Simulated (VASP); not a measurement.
# CuO (C2/c) in VASP: notebook

The runs below take CuO through single point, with RPBE+D4.

Program: VASP 6.6.1. These are calculated values, not measurements. Logs are shortened: lines on timing, memory, paths and dates and some standing lists are left out, and cuts for length are marked.

## 1. The cell of the first run

The structure is monoclinic, space group C2/c (No. 15). Conventional cell: a = 4.715 Å, b = 3.445 Å, c = 5.163 Å, α = 90.00°, β = 99.54°, γ = 90.00°. Cu (site symmetry -1) has 4 O at 1.96 to 1.97 Å within 2.6 Å. O (site symmetry 2) has 6 Cu at 1.96 to 2.80 Å and 6 O at 2.64 to 2.92 Å within 3.0 Å.

## 2. Single point, RPBE+D4

Input file INCAR:

```
PREC = Accurate
ENCUT = 520
EDIFF = 1E-6
ISMEAR = -1
SIGMA = 0.05
LREAL = False
LASPH = True
NELM = 100
ALGO = Normal
ISIF = 2
LWAVE = False
LCHARG = False
GGA = RP
IVDW = 13
NBANDS = 25
```

Input file KPOINTS:

```
regular mesh
0
Gamma
  10 10 5
```

Input file POSCAR:

```
CuO
1.0
    2.3573593924     -1.7226334429      0.0000000000
    2.3573593924      1.7226334429      0.0000000000
   -0.8556569116      0.0000000000      5.0913661947
Cu O
2 2
Direct
    0.5000000000      0.0000000000      0.5000000000
    0.0000000000      0.5000000000      0.0000000000
    0.4184000000      0.5816000000      0.7500000000
    0.5816000000      0.4184000000      0.2500000000
```

Potentials or basis: VASP PAW PBE potentials, release 64 (Cu, O).

Run with:

```bash
$ cat potpaw_PBE.64/Cu/POTCAR potpaw_PBE.64/O/POTCAR > POTCAR
$ mpirun -np 1 vasp_std > vasp.out
```

OUTCAR:

```text
PREC = Accurate
   ENCUT = 520
   EDIFF = 1E-6
   ISMEAR = -1
   LREAL = False
   LASPH = True
   NELM = 100
   ISIF = 2
   GGA = RP
   IVDW = 13

 ion  position               nearest neighbor table
   1  0.500  0.000  0.500-   3 1.96   4 1.96   4 1.97   3 1.97
   2  0.000  0.500  0.000-   4 1.96   3 1.96   4 1.97   3 1.97
   3  0.418  0.582  0.750-   2 1.96   1 1.96   2 1.97   1 1.97
   4  0.582  0.418  0.250-   1 1.96   2 1.96   2 1.97   1 1.97

  LATTYP: Found a base centered monoclinic cell.
 ALAT       =     4.7147187848
 B/A-ratio  =     0.7307470590
 C/A-ratio  =     1.0950317057
 COS(beta)  =    -0.1657361228

  Lattice vectors:

 A1 = (   2.3573593924,  -1.7226334429,   0.0000000000)
 A2 = (   2.3573593924,   1.7226334429,   0.0000000000)
 A3 = (  -0.8556569116,   0.0000000000,   5.0913661947)

Analysis of symmetry for initial positions (statically):
=====================================================================
 Subroutine PRICEL returns:
 Original cell was already a primitive cell.

 Routine SETGRP: Setting up the symmetry group for a
 base centered monoclinic supercell.

 Subroutine GETGRP returns: Found  4 space group operations
 (whereof  2 operations were pure point group operations)
 out of a pool of  4 trial point group operations.

The static configuration has the point symmetry S_2 .
 The point group associated with its full space group is C_2h.

Analysis of symmetry for dynamics (positions and initial velocities):
=====================================================================
 Subroutine PRICEL returns:
 Original cell was already a primitive cell.

 Routine SETGRP: Setting up the symmetry group for a
 base centered monoclinic supercell.

 Subroutine GETGRP returns: Found  4 space group operations
 (whereof  2 operations were pure point group operations)
 out of a pool of  4 trial point group operations.

The dynamic configuration has the point symmetry S_2 .
 The point group associated with its full space group is C_2h.

 Subroutine INISYM returns: Found  4 space group operations
 (whereof  2 operations are pure point group operations),
 and found     1 'primitive' translations

----------------------------------------------------------------------------------------

                                     Primitive cell

  volume of cell :      41.3507

  direct lattice vectors                    reciprocal lattice vectors
     2.357359392 -1.722633443  0.000000000     0.212101728 -0.290253276  0.035645896
     2.357359392  1.722633443  0.000000000     0.212101728  0.290253276  0.035645896
    -0.855656912  0.000000000  5.091366195     0.000000000  0.000000000  0.196410936

  length of vectors
     2.919693354  2.919693354  5.162766553     0.361254394  0.361254394  0.196410936

  position of ions in fractional coordinates (direct lattice)
     0.500000000  1.000000000  0.500000000
     1.000000000  0.500000000  0.000000000
     0.418400000  0.581600000  0.750000000
     0.581600000  0.418400000  0.250000000

  ion indices of the primitive-cell ions
   primitive index   ion index
                 1           1
                 2           2
                 3           3
                 4           4

----------------------------------------------------------------------------------------

 KPOINTS: regular mesh

Automatic generation of k-mesh.
 Grid dimensions read from file:
 generate k-points for:   10   10    5

 Generating k-lattice:

  Cartesian coordinates                     Fractional coordinates (reciprocal lattice)
     0.021210173 -0.029025328  0.003564590     0.100000000  0.000000000 -0.000000000
     0.021210173  0.029025328  0.003564590     0.000000000  0.100000000 -0.000000000
     0.000000000  0.000000000  0.039282187     0.000000000  0.000000000  0.200000000

  Length of vectors
     0.036125439  0.036125439  0.039282187

  Shift w.r.t. Gamma in fractional coordinates (k-lattice)
     0.000000000  0.000000000  0.000000000

 Subroutine IBZKPT returns following result:
 ===========================================

 Found    141 irreducible k-points:

 Following reciprocal coordinates:
            Coordinates               Weight
  0.000000  0.000000  0.000000      1.000000
  0.100000 -0.000000  0.000000      4.000000
  0.200000 -0.000000  0.000000      4.000000
  0.300000  0.000000 -0.000000      4.000000
  0.400000 -0.000000  0.000000      4.000000
  0.500000  0.000000 -0.000000      2.000000
[... 16 lines left out ...]
  0.300000  0.300000  0.000000      2.000000
  0.400000  0.300000  0.000000      4.000000
 [... further k-points ...]
   k-points           NKPTS =    141   k-points in BZ     NKDIM =    141   number of bands    NBANDS=     25
   number of dos      NEDOS =    301   number of ions     NIONS =      4
   total plane-waves  NPLWV =  23040
   dimension x,y,z NGX =    24 NGY =   24 NGZ =   40
   dimension x,y,z NGXF=    48 NGYF=   48 NGZF=   80
   ions per type =               2   2
   NGX,Y,Z   is equivalent  to a cutoff of  13.67, 13.67, 12.88 a.u.
   NGXF,Y,Z  is equivalent  to a cutoff of  27.33, 27.33, 25.76 a.u.
 SYSTEM =  unknown system
   PREC   = accura    normal or accurate (medium, high low for compatibility)
   ISTART =      0    job   : 0-new  1-cont  2-samecut
   ICHARG =      2    charge: 1-file 2-atom 10-const
   ISPIN  =      1    spin polarized calculation?
   LNONCOLLINEAR =      F non collinear calculations
   LSORBIT =      F    spin-orbit coupling
   LASPH  =      T    aspherical Exc in radial PAW
   ENCUT  =  520.0 eV  38.22 Ry    6.18 a.u.   5.43  5.43  9.60*2*pi/ulx,y,z
   NELM   =    100;   NELMIN=  2; NELMDL= -5     # of ELM steps
   EDIFF  = 0.1E-05   stopping-criterion for ELM
   LREAL  =      F    real-space projection
   EDIFFG = 0.1E-04   stopping-criterion for IOM
   NSW    =      0    number of steps for IOM
   IBRION =     -1    ionic relax: 0-MD 1-quasi-New 2-CG
   NFREE  =      0    steps in history (QN), initial steepest desc. (CG)
   ISIF   =      2    stress and relaxation
   ISYM   =      2    0-nonsym 1-usesym 2-fastsym
   POTIM  = 0.5000    time-step for ionic-motion
   TEBEG  =    0.0;   TEEND  =   0.0 temperature during run
   PSTRESS=    0.0 pullay stress
   NELECT =      34.0000    total number of electrons
   NUPDOWN=      -1.0000    fix difference up-down
   EMIN   =  10.00;   EMAX   =-10.00  energy-range for DOS
   EFERMI =   0.00;   METHOD = LEGACY
   ISMEAR =    -1;   SIGMA  =   0.05  broadening in eV -4-tet -1-fermi 0-gaus
   EFERMI_NEDOS =   21; number of points for ismear=-14 and -15
   IALGO  =     38    algorithm
   IMIX   =      4    mixing-type and parameters
     AMIX     =   0.40;   BMIX     =  1.00
     AMIX_MAG =   1.60;   BMIX_MAG =  1.00
  volume/ion in A,a.u.               =      10.34        69.76
  Fermi-wavevector in a.u.,A,eV,Ry     =   1.533699  2.898271 32.004068  2.352233
  Thomas-Fermi vector in A             =   2.640730
   LORBIT       =      0    0 simple, 1 ext, 2 COOP (PROOUT), +10 PAW based schemes
   GGA     = RP    functional components
   LHFCALC =     F    Hartree Fock is set to
   AEXX    =    0.0000 exact exchange contribution
   IVDW    =    13    specifies the selected vdW correction
   LEPSILON=     F    determine dielectric tensor
   LRPA    =     F    only Hartree local field effects (RPA)
 non-spin polarized calculation
  energy-cutoff  :      520.00
  volume of cell :       41.35
 maximum number of plane-waves:      1137
 NGX is ok and might be reduce to    24
   NGX = 11   NGY = 11   NGZ = 19

 number of electron      34.0000009 magnetization

 Free energy of the ion-electron system (eV)
  ---------------------------------------------------
  ext. energy  EPLUGINS =         0.00000000
  ---------------------------------------------------
  free energy    TOTEN  =       -17.79459761 eV

  energy without entropy =      -17.77500237  energy(sigma->0) =      -17.78479999

 E-fermi :   5.6315     XC(G=0): -11.5895

 val. band max:        5.6312102969   @ k =   0.5000   0.2000   0.4000
 cond. band min:       5.6329902657   @ k =   0.5000   0.1000   0.2000
 fundamental gap:      0.0017799688
 Fermi energy:         5.6314907469

 k-point     1 :       0.0000    0.0000    0.0000
  band No.  band energies     occupation
      1     -14.2126      2.00000
      2     -12.9606      2.00000
      3      -2.3030      2.00000
      4       0.2200      2.00000
      5       0.6083      2.00000
      6       2.4226      2.00000
[... 17 lines left out ...]
     24      22.0261      0.00000
     25      22.3113      0.00000

 k-point     2 :       0.1000   -0.0000    0.0000
  band No.  band energies     occupation
      1     -14.1489      2.00000
      2     -12.9399      2.00000
      3      -2.1957      2.00000
      4       0.2047      2.00000
      5       0.5815      2.00000
      6       1.6660      2.00000
[... 17 lines left out ...]
     24      21.5124      0.00000
     25      22.4688      0.00000

 k-point     3 :       0.2000   -0.0000    0.0000
  band No.  band energies     occupation
      1     -13.9761      2.00000
      2     -12.8851      2.00000
      3      -1.9083      2.00000
      4       0.1477      2.00000
      5       0.4528      2.00000
      6       0.6755      2.00000
[... 17 lines left out ...]
     24      20.6727      0.00000
     25      22.0109      0.00000

 k-point     4 :       0.3000    0.0000   -0.0000
  band No.  band energies     occupation
      1     -13.7494      2.00000
      2     -12.8164      2.00000
      3      -1.5449      2.00000
      4      -0.4492      2.00000
      5       0.0774      2.00000
      6       0.5804      2.00000
[... 17 lines left out ...]
     24      19.5583      0.00000
     25      21.6127      0.00000

 k-point     5 :       0.4000   -0.0000    0.0000
  band No.  band energies     occupation
      1     -13.5531      2.00000
      2     -12.7605      2.00000
      3      -1.2682      2.00000
      4      -1.1262      2.00000
      5       0.0512      2.00000
      6       0.5973      2.00000
[... 17 lines left out ...]
     24      18.6366      0.00000
     25      21.2764      0.00000

 k-point     6 :       0.5000    0.0000   -0.0000
  band No.  band energies     occupation
      1     -13.4745      2.00000
      2     -12.7393      2.00000
      3      -1.4015      2.00000
      4      -1.1355      2.00000
      5       0.0569      2.00000
      6       0.6082      2.00000
[... 17 lines left out ...]
     24      18.2750      0.00000
     25      21.1373      0.00000
[... 393 lines left out ...]
 k-point    21 :      -0.3000    0.2000    0.0000
  band No.  band energies     occupation
      1     -13.4933      2.00000
      2     -12.7376      2.00000
      3      -1.1225      2.00000
      4      -0.5554      2.00000
      5       0.0182      2.00000
      6       0.3685      2.00000
[... 17 lines left out ...]
     24      18.8007      0.00000
     25      19.2914      0.00000

 k-point    22 :      -0.2000    0.2000    0.0000
  band No.  band energies     occupation
      1     -13.6973      2.00000
      2     -12.7919      2.00000
      3      -1.4493      2.00000
      4       0.0160      2.00000
      5       0.0490      2.00000
      6       0.3712      2.00000
[... 17 lines left out ...]
     24      19.4710      0.00000
     25      19.4807      0.00000

 k-point    23 :       0.3000    0.3000    0.0000
  band No.  band energies     occupation
      1     -13.4658      2.00000
      2     -12.7665      2.00000
      3      -0.9936      2.00000
      4      -0.5293      2.00000
      5       0.4446      2.00000
      6       0.4865      2.00000
[... 17 lines left out ...]
     24      20.1452      0.00000
     25      20.5365      0.00000

 k-point    24 :       0.4000    0.3000    0.0000
  band No.  band energies     occupation
      1     -13.2906      2.00000
      2     -12.7210      2.00000
      3      -1.0039      2.00000
      4      -0.7103      2.00000
      5       0.2519      2.00000
      6       0.4305      2.00000
[... 17 lines left out ...]
     24      18.9509      0.00000
     25      20.0367      0.00000

 [... further k-points ...]

------------------------ aborting loop because EDIFF is reached ----------------------------------------

  DFT-D4 for vdW energy calculation

  Edisp (eV):   -2.70079

  FORCE on cell =-STRESS in cart. coord.  units (eV):
  Direction    XX          YY          ZZ          XY          YZ          ZX
  --------------------------------------------------------------------------------------
  -------------------------------------------------------------------------------------
  Total      -0.18245    -0.10204    -0.33299     0.00000     0.00000    -0.34865
  in kB      -7.06929    -3.95354   -12.90220     0.00000     0.00000   -13.50873
  external pressure =       -7.98 kB  Pullay stress =        0.00 kB

 VOLUME and BASIS-vectors are now :
 -----------------------------------------------------------------------------
  energy-cutoff  :      520.00
  volume of cell :       41.35
      direct lattice vectors                 reciprocal lattice vectors
     2.357359392 -1.722633443  0.000000000     0.212101728 -0.290253276  0.035645896
     2.357359392  1.722633443  0.000000000     0.212101728  0.290253276  0.035645896
    -0.855656912  0.000000000  5.091366195     0.000000000  0.000000000  0.196410936

 POSITION                                       TOTAL-FORCE (eV/Angst)
 -----------------------------------------------------------------------------------
      0.75085     -0.86132      2.54568         0.000000     -0.000000      0.000000
      1.17868      0.86132      0.00000         0.000000     -0.000000      0.000000
      1.71562      0.28113      3.81852        -0.000000     -0.198614      0.000000
      2.14345     -0.28113      1.27284         0.000000      0.198614     -0.000000
 -----------------------------------------------------------------------------------
    total drift:                                0.000000      0.000000     -0.000000

  FREE ENERGIE OF THE ION-ELECTRON SYSTEM (eV)
  ---------------------------------------------------
  free  energy   TOTEN  =       -20.4953876225 eV

  energy  without entropy=      -20.4757923845  energy(sigma->0) =      -20.48559000
```

Wall time 99 s (1 thread of Intel Xeon Platinum 8259CL at 2.50GHz (Skylake/Cascade Lake), shared host); peak memory 0.25 GiB.

What came out:

```yaml
Free_energy: -20.4954 eV
Pressure: -0.8 GPa
Largest_force: 0.199 eV/Å
Band_gap_on_the_k_mesh: zero (bands 17 and 18 overlap by 0.60 eV)
Dispersion_energy_per_atom: -0.675 eV
```

Forces in eV/Å, atoms in the order of the input:
```
Cu   0.000  0.000  0.000
Cu   0.000  0.000  0.000
O    0.000 -0.199  0.000
O    0.000  0.199  0.000
```

Caveat: the PAW data sets were made with another functional, which shifts forces and pressure a little; semilocal functionals often make such compounds metallic where correlation or magnetic order opens a gap, which also shifts bond lengths.

## 3. Single point, RPBE+D4

This run uses another cell than the first one, of 10.54 Å³/atom.

Input file INCAR:

```
SYSTEM = CuO
PREC = Accurate
ENCUT = 520
EDIFF = 1E-6
ISMEAR = -1
SIGMA = 0.05
LREAL = .FALSE.
LASPH = .TRUE.
NELM = 100
ALGO = Normal
ISIF = 2
LWAVE = .FALSE.
LCHARG = .FALSE.
GGA = RP
IVDW = 13
NBANDS = 25
```

Input file KPOINTS:

```
regular mesh
0
G
  10 10 5
  0 0 0
```

Input file POSCAR:

```
CuO
1.0
    2.3726673498     -1.7338196878      0.0000000000
    2.3726673498      1.7338196878      0.0000000000
   -0.8612132810      0.0000000000      5.1244279405
Cu O
2 2
Direct
    0.5000000000      0.0000000000      0.5000000000
    0.0000000000      0.5000000000      0.0000000000
    0.4184000000      0.5816000000      0.7500000000
    0.5816000000      0.4184000000      0.2500000000
```

Potentials or basis: VASP PAW PBE potentials, release 64 (Cu, O).

Run with:

```bash
$ cat potpaw_PBE.64/Cu/POTCAR potpaw_PBE.64/O/POTCAR > POTCAR
$ mpirun -np 1 vasp_std > vasp.out
```

Wall time 1.7 min (1 thread of Intel Xeon Platinum 8259CL at 2.50GHz (Skylake/Cascade Lake), shared host); peak memory 0.25 GiB.

The run converged. Its results:

| Item | Value |
| --- | --- |
| Free energy | -20.4845 eV |
| Pressure | -3.8 GPa |
| Largest force | 0.253 eV/Å |
| Band gap on the k mesh | zero (bands 17 and 18 overlap by 0.60 eV) |
| Dispersion energy per atom | -0.664 eV |

Forces on the atoms (eV/Å):
```
Cu   0.000  0.000  0.000
Cu   0.000  0.000  0.000
O    0.000 -0.253  0.000
O    0.000  0.253  0.000
```

Stress tensor (GPa, compression positive):
```
-3.89  0.00 -0.93
 0.00 -2.74  0.00
-0.93  0.00 -4.89
```

Levels at points of the mesh, in eV from the Fermi level:
```
           k point  band 13  band 14  band 15  band 16  band 17  band 18  band 19  band 20  band 21  band 22
(0.00, 0.00, 0.00)    -2.27    -2.12    -2.06    -1.59     0.20     0.90     1.63     6.08     8.01    13.32
(0.50, 0.00, 0.00)    -1.96    -1.53    -1.43    -1.36     0.01     0.26     4.98     6.24     6.85    11.01
(0.50, 0.50, 0.00)    -2.04    -2.02    -1.63    -1.18    -0.63     1.03     3.54     7.06     8.54     9.82
```

Caveat: the cell stands under tension; the PAW data sets were made with another functional, which shifts forces and pressure a little; semilocal functionals often make such compounds metallic where correlation or magnetic order opens a gap, which also shifts bond lengths.
